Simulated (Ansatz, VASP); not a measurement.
## One calculation of Al, two programs

```
Al
1.0
    -5.97542    0.00000    5.97542
    -5.97542   -5.97542    0.00000
     0.00000   -5.97542    5.97542
Al
26
Direct
  0.00000 0.33565 0.00000
  0.00000 0.99768 0.00000
  0.00000 0.66667 0.33101
  0.00000 0.33565 0.33101
  0.99962 0.00013 0.33346
  0.00000 0.66667 0.66899
  0.00038 0.33321 0.66654
  0.00000 0.99768 0.66899
  0.33101 0.66667 0.00000
  0.33101 0.33565 0.00000
  0.33346 0.00013 0.99962
  0.33346 0.66629 0.33346
  0.33280 0.33387 0.33280
  0.33346 0.00013 0.33346
  0.33101 0.66667 0.66899
  0.33280 0.33387 0.66720
  0.33280 0.99946 0.66720
  0.66899 0.66667 0.00000
  0.66654 0.33321 0.00038
  0.66899 0.99768 0.00000
  0.66899 0.66667 0.33101
  0.66720 0.33387 0.33280
  0.66720 0.99946 0.33280
  0.66654 0.66705 0.66654
  0.66654 0.33321 0.66654
  0.66720 0.99946 0.66720
```

Change from the starting cell: Al vacancy (site a), charge +0, atoms relaxed at the host's cell.

Alike in both runs: functional LDA; k mesh 4 × 4 × 4; occupations gaussian, width 0.1 eV; no spin polarisation.

Ansatz relaxed the structure, and its values are those at the end. VASP's run is a single point on that final structure, the one shown.

|  | VASP | Ansatz |
| --- | --- | --- |
| version | VASP 6.6.1 | Ansatz 0.2.0 |
| potentials or method | VASP PAW LDA potentials, release 64 (Al), cutoff 520 eV | scalar-relativistic, plane waves, PAW |
| valence electrons in the cell | 78 | 78 |

```tsv
	VASP	Ansatz	Ansatz less VASP
gap on the k mesh at the Fermi level (eV)	none	none	-
rms of the force components (eV/Å)	0.005	0.005	-0.0002
```

LDA's correlation is that of Perdew and Zunger in VASP and of Perdew and Wang (1992) in Ansatz. A gap of «none» marks a metal or a gap that the smearing closes.
